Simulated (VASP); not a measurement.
## TiTl4W2: single point with PBE

The system is TiTl4W2.

```
Ti Tl W
1.0
    -3.84065    3.84065    3.03000
     3.84065   -3.84065    3.03000
     3.84065    3.84065   -3.03000
Ti Tl W
1 4 2
Cartesian
  0.0000 0.0000 0.0000
  2.3384 2.3384 0.0000
  -1.5022 1.5022 3.0300
  1.5022 -1.5022 3.0300
  1.5022 1.5022 3.0300
  3.8407 0.0000 1.5150
  0.0000 3.8407 1.5150
```

```json
{
  "Program": "VASP 6.6.1",
  "Task": "single point",
  "Functional": "PBE",
  "Potentials or basis": "VASP PAW PBE potentials, release 64 (Ti_sv, Tl_d, W_sv)",
  "Cutoff": "520 eV",
  "k mesh": "4 × 4 × 4",
  "Occupations": "gaussian, width 0.1 eV",
  "Spin": "no spin polarisation"
}
```

The pressure is -11.8 GPa, the largest force is 1.105 eV/Å and the band gap on the k mesh is zero (band 46 reaches 6.99 eV, above the bottom of band 47 at 6.90 eV).

Forces on the atoms (eV/Å):
```
Ti   0.000  0.000  0.000
Tl  -0.781 -0.781  0.000
Tl  -0.781  0.781  0.000
Tl   0.781 -0.781  0.000
Tl   0.781  0.781  0.000
W    0.000  0.000  0.000
W    0.000  0.000  0.000
```

Stress tensor (GPa, compression positive):
```
-10.76   0.00   0.00
  0.00 -10.76   0.00
  0.00   0.00 -13.92
```

Levels at points of the mesh, in eV from the Fermi level:
| k point | band 42 | band 43 | band 44 | band 45 | band 46 | band 47 | band 48 | band 49 | band 50 | band 51 |
| --- | --- | --- | --- | --- | --- | --- | --- | --- | --- | --- |
| (0.00, 0.00, 0.00) | -1.67 | -1.63 | -0.79 | -0.78 | -0.24 | 0.11 | 0.29 | 0.79 | 0.79 | 0.98 |
| (0.50, 0.00, 0.00) | -1.08 | -1.00 | -0.86 | -0.27 | -0.12 | 0.06 | 0.17 | 0.39 | 0.48 | 0.67 |
| (0.50, 0.50, 0.00) | -1.74 | -1.40 | -1.08 | -0.64 | -0.03 | 0.11 | 0.59 | 0.60 | 0.60 | 1.14 |
| (0.50, 0.50, 0.50) | -1.90 | -1.58 | -1.24 | -0.03 | 0.03 | 0.03 | 0.11 | 0.24 | 0.46 | 0.77 |

It took 14 min on 1 thread of Intel(R) Xeon(R) Platinum 8488C (Sapphire Rapids), on a shared host, peak memory 0.4 GiB.

Caveat: spin-orbit coupling is left out, which moves the levels of the heavy elements; forces of over 1 eV/Å act on the atoms, so gaps and moduli don't describe the material at rest.
